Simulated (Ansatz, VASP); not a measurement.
## Two plane-wave programs on In15GaP16

```
CELL_PARAMETERS angstrom
-5.95979 5.95979 5.95979
5.95979 -5.95979 5.95979
5.95979 5.95979 -5.95979
ATOMIC_POSITIONS crystal
Ga 0.50000 0.50000 0.00000
In 0.50000 0.74831 0.75282
In 0.50000 0.00000 0.50000
In 0.74831 0.25282 0.00000
In 0.50000 0.25282 0.24831
In 0.74831 0.50000 0.75282
In 0.74718 0.74718 0.49549
In 0.00000 0.00000 0.00000
In 0.74718 0.99549 0.24718
In 0.00451 0.25169 0.75169
In 0.00000 0.50000 0.50000
In 0.25282 0.74831 0.00000
In 0.99549 0.74718 0.24718
In 0.25169 0.00451 0.75169
In 0.25169 0.25169 0.50451
In 0.25282 0.50000 0.24831
P 0.26396 0.50000 0.00000
P 0.25074 0.75245 0.75074
P 0.24755 0.99830 0.49830
P 0.50000 0.26396 0.00000
P 0.25074 0.25074 0.25245
P 0.50000 0.50000 0.76396
P 0.50000 0.74926 0.50170
P 0.74926 0.00170 0.00000
P 0.50000 0.00170 0.24926
P 0.75245 0.25074 0.75074
P 0.74926 0.50000 0.50170
P 0.00170 0.74926 0.00000
P 0.73604 0.73604 0.23604
P 0.99830 0.99830 0.74755
P 0.99830 0.24755 0.49830
P 0.00170 0.50000 0.24926
```

Alike in both runs: functional PBE; k mesh 2 × 2 × 2; occupations gaussian, width 0.02 eV; no spin polarisation.

Ansatz relaxed the structure, and its values are those at the end. VASP's run is a single point on that final structure, the one shown.

|  | VASP | Ansatz |
| --- | --- | --- |
| version | VASP 6.6.1 | Ansatz 0.2.0 |
| potentials or method | VASP PAW PBE potentials, release 64 (Ga_d, In_d, P), cutoff 520 eV | scalar-relativistic, plane waves, PAW |
| valence electrons in the cell | 288 | 288 |

|  | VASP | Ansatz | Ansatz less VASP |
| --- | --- | --- | --- |
| gap on the k mesh at the Fermi level (eV) | 0.40 | 0.40 | +0.004 |
| least direct gap on the mesh (eV) | 0.40 | 0.40 | +0.004 |
| rms of the force components (eV/Å) | 0.010 | 0.010 | +0.0003 |
